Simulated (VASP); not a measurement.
Here is a VASP 6.6.1 calculation.

INCAR

```
SYSTEM = PbS2
PREC = Accurate
ENCUT = 520
EDIFF = 1E-6
ISMEAR = -1
SIGMA = 0.02
LREAL = .False.
LASPH = .True.
NELM = 100
ALGO = Normal
ISIF = 2
LWAVE = .False.
LCHARG = .False.
GGA = PE
NBANDS = 35
```

KPOINTS

```
regular mesh
0
Gamma
  4 4 6
  0 0 0
```

POSCAR

```
PbS2
1.0
    6.2788711799      0.0000000000      0.0000000000
    0.0000000000      6.2788711799      0.0000000000
    0.0000000000      0.0000000000      3.9514777589
Pb S
2 4
Direct
    0.0000000000      0.0000000000      0.0000000000
    0.5000000000      0.5000000000      0.5000000000
    0.3057980111      0.3057980111      0.0000000000
    0.1942019889      0.8057980111      0.5000000000
    0.8057980111      0.1942019889      0.5000000000
    0.6942019889      0.6942019889      0.0000000000
```

Potentials or basis: VASP PAW PBE potentials, release 64 (Pb_d, S).

The run is started by

```sh
$ cat potpaw_PBE.64/Pb_d/POTCAR potpaw_PBE.64/S/POTCAR > POTCAR
$ mpirun -np 1 vasp_std > vasp.out
```

Problem. Estimate the pressure.

Solution. 3.2 GPa.

Problem. Estimate the largest force.

Solution. 0.124 eV/Å.

Forces on the atoms (eV/Å):
```
Pb   0.000  0.000  0.000
Pb   0.000  0.000  0.000
S   -0.088 -0.088  0.000
S    0.088 -0.088  0.000
S   -0.088  0.088  0.000
S    0.088  0.088  0.000
```

Caveat: the cell stands under pressure.
